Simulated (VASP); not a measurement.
# Au (Fm-3m) in VASP: notebook

The runs below take Au through single point, relaxation of volume and atoms at fixed shape, with PBEsol.

Everything below comes from runs of VASP 6.6.1. Logs are shortened: lines on timing, memory, paths and dates and some standing lists are left out, and cuts for length are marked.

## 1. The cell of the first run

It takes space group Fm-3m (No. 225, cubic). Conventional cell: a = 4.087 Å, b = 4.087 Å, c = 4.087 Å, α = 90.00°, β = 90.00°, γ = 90.00°. Within 3.8 Å of Au (site symmetry m-3m) lie 12 Au at 2.89 Å.

## 2. Single point, PBEsol

Contents of INCAR:

```
SYSTEM = Au
PREC = Accurate
ENCUT = 520
EDIFF = 1E-7
ISMEAR = 0
SIGMA = 0.1
LREAL = .False.
LASPH = .True.
NELM = 80
ALGO = Normal
ISIF = 2
LWAVE = .False.
LCHARG = .False.
GGA = PS
NBANDS = 12
```

Contents of KPOINTS:

```
Automatic mesh
0
Gamma
  10 10 10
  0 0 0
```

Contents of POSCAR:

```
Au
1.0
    0.0000000000      2.0433536715      2.0433536715
    2.0433536715      0.0000000000      2.0433536715
    2.0433536715      2.0433536715      0.0000000000
Au
1
Direct
    0.0000000000      0.0000000000      0.0000000000
```

Potentials or basis: VASP PAW PBE potentials, release 64 (Au).

Launch:

```
$ cat potpaw_PBE.64/Au/POTCAR > POTCAR
$ mpirun -np 1 vasp_std > vasp.out
```

OUTCAR:

```text
SYSTEM = Au
   PREC = Accurate
   ENCUT = 520
   EDIFF = 1E-7
   ISMEAR = 0
   LREAL = .False.
   LASPH = .True.
   NELM = 80
   ISIF = 2
   GGA = PS

 ion  position               nearest neighbor table
   1  0.000  0.000  0.000-

  LATTYP: Found a face centered cubic cell.
 ALAT       =     4.0867073430

  Lattice vectors:

 A1 = (   0.0000000000,   2.0433536715,   2.0433536715)
 A2 = (   2.0433536715,   0.0000000000,   2.0433536715)
 A3 = (   2.0433536715,   2.0433536715,   0.0000000000)

Analysis of symmetry for initial positions (statically):
=====================================================================
 Subroutine PRICEL returns:
 Original cell was already a primitive cell.

 Routine SETGRP: Setting up the symmetry group for a
 face centered cubic supercell.

 Subroutine GETGRP returns: Found 48 space group operations
 (whereof 48 operations were pure point group operations)
 out of a pool of 48 trial point group operations.

The static configuration has the point symmetry O_h .

Analysis of symmetry for dynamics (positions and initial velocities):
=====================================================================
 Subroutine PRICEL returns:
 Original cell was already a primitive cell.

 Routine SETGRP: Setting up the symmetry group for a
 face centered cubic supercell.

 Subroutine GETGRP returns: Found 48 space group operations
 (whereof 48 operations were pure point group operations)
 out of a pool of 48 trial point group operations.

The dynamic configuration has the point symmetry O_h .

 Subroutine INISYM returns: Found 48 space group operations
 (whereof 48 operations are pure point group operations),
 and found     1 'primitive' translations

----------------------------------------------------------------------------------------

                                     Primitive cell

  volume of cell :      17.0632

  direct lattice vectors                    reciprocal lattice vectors
     0.000000000  2.043353671  2.043353671    -0.244695770  0.244695770  0.244695770
     2.043353671  0.000000000  2.043353671     0.244695770 -0.244695770  0.244695770
     2.043353671  2.043353671  0.000000000     0.244695770  0.244695770 -0.244695770

  length of vectors
     2.889738475  2.889738475  2.889738475     0.423825506  0.423825506  0.423825506

  position of ions in fractional coordinates (direct lattice)
     0.000000000  0.000000000  0.000000000

[... 75 lines left out ...]
   EDIFF  = 0.1E-06   stopping-criterion for ELM
   LREAL  =      F    real-space projection
   EDIFFG = 0.1E-05   stopping-criterion for IOM
   NSW    =      0    number of steps for IOM
   IBRION =     -1    ionic relax: 0-MD 1-quasi-New 2-CG
   NFREE  =      0    steps in history (QN), initial steepest desc. (CG)
   ISIF   =      2    stress and relaxation
   ISYM   =      2    0-nonsym 1-usesym 2-fastsym
   POTIM  = 0.5000    time-step for ionic-motion
   TEBEG  =    0.0;   TEEND  =   0.0 temperature during run
   PSTRESS=    0.0 pullay stress
   NELECT =      11.0000    total number of electrons
   NUPDOWN=      -1.0000    fix difference up-down
   EMIN   =  10.00;   EMAX   =-10.00  energy-range for DOS
   EFERMI =   0.00;   METHOD = LEGACY
   ISMEAR =     0;   SIGMA  =   0.10  broadening in eV -4-tet -1-fermi 0-gaus
   EFERMI_NEDOS =   21; number of points for ismear=-14 and -15
   IALGO  =     38    algorithm
   IMIX   =      4    mixing-type and parameters
     AMIX     =   0.40;   BMIX     =  1.00
     AMIX_MAG =   1.60;   BMIX_MAG =  1.00
  volume/ion in A,a.u.               =      17.06       115.15
  Fermi-wavevector in a.u.,A,eV,Ry     =   1.414226  2.672500 27.212135  2.000035
  Thomas-Fermi vector in A             =   2.535790
   LORBIT       =      0    0 simple, 1 ext, 2 COOP (PROOUT), +10 PAW based schemes
   GGA     = PS    functional components
   LHFCALC =     F    Hartree Fock is set to
   AEXX    =    0.0000 exact exchange contribution
   IVDW    =     0    specifies the selected vdW correction
   LEPSILON=     F    determine dielectric tensor
   LRPA    =     F    only Hartree local field effects (RPA)
 non-spin polarized calculation
 Gauss-broadening in eV      SIGMA  =   0.10
  energy-cutoff  :      520.00
  volume of cell :       17.06
 maximum number of plane-waves:       474
 NGX is ok and might be reduce to    24
   NGX = 11   NGY = 11   NGZ = 11

 number of electron      11.0000000 magnetization

 Free energy of the ion-electron system (eV)
  ---------------------------------------------------
  ext. energy  EPLUGINS =         0.00000000
  ---------------------------------------------------
  free energy    TOTEN  =        -3.90277630 eV

  energy without entropy =       -3.90040339  energy(sigma->0) =       -3.90158985

 E-fermi :   9.2307     XC(G=0): -12.8766

 val. band max:        9.0938524793   @ k =   0.5000   0.2000   0.1000
 cond. band min:       9.2919562733   @ k =   0.5000   0.1000   0.0000
 fundamental gap:      0.1981037940
 Fermi energy:         9.2306954314

 k-point     1 :       0.0000    0.0000    0.0000
  band No.  band energies     occupation
      1      -0.6500      2.00000
      2       4.5890      2.00000
      3       4.5890      2.00000
      4       4.5890      2.00000
      5       6.1169      2.00000
      6       6.1169      2.00000
      7      23.7576      0.00000
      8      27.7466      0.00000
      9      27.7466      0.00000
     10      27.7466      0.00000
     11      32.6079      0.00000
     12      37.2592      0.00000
[... 331 lines left out ...]
 k-point    24 :       0.4000    0.3000    0.0000
  band No.  band energies     occupation
      1       2.5544      2.00000
      2       3.0167      2.00000
      3       5.6732      2.00000
      4       6.4050      2.00000
      5       7.2447      2.00000
      6       7.8264      2.00000
      7      18.9938      0.00000
      8      21.3360      0.00000
      9      21.5475      0.00000
     10      26.5492      0.00000
     11      28.7559      0.00000
     12      36.4030      0.00000

 [... further k-points ...]
[... 5 lines left out ...]
  --------------------------------------------------------------------------------------
  -------------------------------------------------------------------------------------
  Total       -0.0281410     -0.0281410     -0.0281410      0.0000000      0.0000000     -0.0000000
  in kB       -2.6423452     -2.6423452     -2.6423452      0.0000000      0.0000000     -0.0000000
  external PRESSURE =      -2.6423452 kB  Pullay stress =       0.0000000 kB

 VOLUME and BASIS-vectors are now :
 -----------------------------------------------------------------------------
  energy-cutoff  :      520.00
  volume of cell :       17.06
      direct lattice vectors                 reciprocal lattice vectors
     0.000000000  2.043353671  2.043353671    -0.244695770  0.244695770  0.244695770
     2.043353671  0.000000000  2.043353671     0.244695770 -0.244695770  0.244695770
     2.043353671  2.043353671  0.000000000     0.244695770  0.244695770 -0.244695770

 POSITION                                       TOTAL-FORCE (eV/Angst)
 -----------------------------------------------------------------------------------
      0.00000      0.00000      0.00000        -0.000000     -0.000000      0.000000
 -----------------------------------------------------------------------------------
    total drift:                               -0.000000     -0.000000     -0.000000

  FREE ENERGIE OF THE ION-ELECTRON SYSTEM (eV)
  ---------------------------------------------------
  free  energy   TOTEN  =        -3.9027763004 eV

  energy  without entropy=       -3.9004033928  energy(sigma->0) =       -3.90158985
```

stdout:

```text
POSCAR found type information on POSCAR Au
 POSCAR found :  1 types and       1 ions
 scaLAPACK will be used
 -----------------------------------------------------------------------------
|                                                                             |
|                                                                             |
|     You enforced a specific xc type in the INCAR file but a different       |
|     I HOPE YOU KNOW WHAT YOU ARE DOING!                                     |
|                                                                             |
 -----------------------------------------------------------------------------

 LDA part: xc-table for (Slater+PW92), standard interpolation
 POSCAR, INCAR and KPOINTS ok, starting setup
 FFT: planning ... GRIDC
 FFT: planning ... GRID_SOFT
 FFT: planning ... GRID
 WAVECAR not read
 entering main loop
```

It took 12 s on 1 thread of Intel Xeon Platinum 8175M at 2.50GHz (Skylake/Cascade Lake), shared host; peak memory 0.14 GiB.

Results:

```
Free energy : -3.9028 eV
Pressure    : -0.3 GPa
```

Levels at points of the mesh, in eV from the Fermi level:
```tsv
k point	band 2	band 3	band 4	band 5	band 6	band 7	band 8	band 9	band 10	band 11
(0.00, 0.00, 0.00)	-4.64	-4.64	-4.64	-3.11	-3.11	14.53	18.52	18.52	18.52	23.38
(0.50, 0.00, 0.00)	-4.68	-4.68	-1.91	-1.91	-0.99	3.08	13.97	17.11	17.11	24.89
(0.50, 0.50, 0.00)	-6.71	-1.95	-1.59	-1.59	0.99	5.76	9.98	9.98	17.18	19.80
```

Caveat: the PAW data sets were made with another functional, which shifts forces and pressure a little; spin-orbit coupling is left out, which moves the levels of the heavy elements.

## 3. Relaxation of volume and atoms at fixed shape, PBEsol

This run uses another cell than the first one, of 16.85 Å³/atom, 0.988 times its volume.

Contents of INCAR:

```
ALGO = Normal ; EDIFF = 1E-7
EDIFFG = -0.02 ; ENCUT = 600
GGA = PS ; IBRION = 2
ISIF = 8 ; ISMEAR = 0
LASPH = True ; LCHARG = False
LREAL = False ; LWAVE = False
NELM = 80 ; NSW = 80
PREC = Accurate ; SIGMA = 0.1
```

Contents of KPOINTS:

```
k-points
0
Gamma
  10 10 10
```

Contents of POSCAR:

```
Au
1.0
    0.0000000000      2.0350000000      2.0350000000
    2.0350000000      0.0000000000      2.0350000000
    2.0350000000      2.0350000000      0.0000000000
Au
1
Direct
    0.0000000000      0.0000000000      0.0000000000
```

Potentials or basis: VASP PAW PBE potentials, release 64 (Au).

Launch:

```
$ cat potpaw_PBE.64/Au/POTCAR > POTCAR
$ mpirun -np 1 vasp_std > vasp.out
```

Run time: 26 s. Hardware: 1 thread of Intel Xeon Platinum 8175M at 2.50GHz (Skylake/Cascade Lake), shared host; peak memory 0.15 GiB.

Results (log left out):

* Free energy: -3.9026 eV
* Relaxed volume: 17.05 Å³/atom
* Relaxed cell: a = 2.889 Å, b = 2.889 Å, c = 2.889 Å, α = 60.00°, β = 60.00°, γ = 60.00°
* Space group after relaxing (to 0.05 Å): Fm-3m (No. 225)
* Energy gained by relaxing: 1.2 meV/atom
* Ionic steps: 3
* Pressure after relaxing: 0.0 GPa

The path:
```csv
step,energy change (eV),largest force (eV/Å),pressure (GPa),volume (Å³)
1,0.0000,0.0000,1.99,16.85
2,0.0020,0.0000,-3.06,17.37
3,-0.0012,0.0000,0.00,17.05
```

Final structure:
```cif
data_structure
_symmetry_space_group_name_H-M 'P 1'
_symmetry_Int_Tables_number 1
_cell_length_a 2.8888
_cell_length_b 2.8888
_cell_length_c 2.8888
_cell_angle_alpha 60.000
_cell_angle_beta 60.000
_cell_angle_gamma 60.000
_cell_volume 17.05
loop_
_atom_site_label
_atom_site_type_symbol
_atom_site_fract_x
_atom_site_fract_y
_atom_site_fract_z
_atom_site_occupancy
Au1 Au 0.00000 0.00000 0.00000 1
```

Levels at points of the mesh, in eV from the Fermi level:
| k point | band 4 | band 5 | band 6 | band 7 | band 8 | band 9 |
| --- | --- | --- | --- | --- | --- | --- |
| (0.00, 0.00, 0.00) | -4.65 | -3.12 | -3.12 | 14.53 | 18.52 | 18.52 |
| (0.50, 0.00, 0.00) | -1.91 | -1.91 | -1.00 | 3.08 | 13.97 | 17.12 |
| (0.50, 0.50, 0.00) | -1.59 | -1.59 | 0.98 | 5.77 | 9.98 | 9.98 |

Caveat: the PAW data sets were made with another functional, which shifts forces and pressure a little; spin-orbit coupling is left out, which moves the levels of the heavy elements. Zero-point motion and thermal expansion aren't in these numbers.
